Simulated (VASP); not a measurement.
# Cu: single point with PBEsol

Cu:

```xyz
1
Lattice="0.0000 1.7623 1.8979 1.7623 0.0000 1.8979 1.7623 1.7623 0.0000" Properties=species:S:1:pos:R:3 pbc="T T T"
Cu    0.0000    0.0000    0.0000
```

This cell differs from its parent crystal: strain -0.025 along x and y, +0.050 along z.

* Program: VASP 6.6.1
* Task: single point
* Functional: PBEsol
* Potentials or basis: VASP PAW PBE potentials, release 64 (Cu)
* Cutoff: 520 eV
* k mesh: 22 × 22 × 22
* Occupations: gaussian, width 0.15 eV
* Spin: no spin polarisation

* Pressure: -5.3 GPa

Stress tensor (GPa, compression positive):
```
-3.46  0.00  0.00
 0.00 -3.46  0.00
 0.00  0.00 -9.02
```

Levels at points of the mesh, in eV from the Fermi level:
| k point | band 2 | band 3 | band 4 | band 5 | band 6 | band 7 | band 8 | band 9 | band 10 | band 11 |
| --- | --- | --- | --- | --- | --- | --- | --- | --- | --- | --- |
| (0.00, 0.00, 0.00) | -3.28 | -2.90 | -2.90 | -2.41 | -2.03 | 22.70 | 25.10 | 25.36 | 25.36 | 27.71 |
| (0.50, 0.00, 0.00) | -3.25 | -2.89 | -1.70 | -1.57 | -1.03 | 3.77 | 19.54 | 22.51 | 23.32 | 23.85 |
| (0.50, 0.50, 0.00) | -4.43 | -1.63 | -1.51 | -1.51 | 0.47 | 5.85 | 14.24 | 14.24 | 18.57 | 21.39 |
| (0.50, 0.00, 0.50) | -4.43 | -1.67 | -1.62 | -1.36 | 2.00 | 7.77 | 12.44 | 12.61 | 17.14 | 19.77 |

It took 64 s on 1 thread of Intel(R) Xeon(R) Platinum 8488C (Sapphire Rapids) (shared host), peak memory 0.22 GiB.

Caveat: the cell differs from its parent crystal (strain -0.025 along x and y, +0.050 along z); the PAW data sets were made with another functional, which shifts forces and pressure a little.
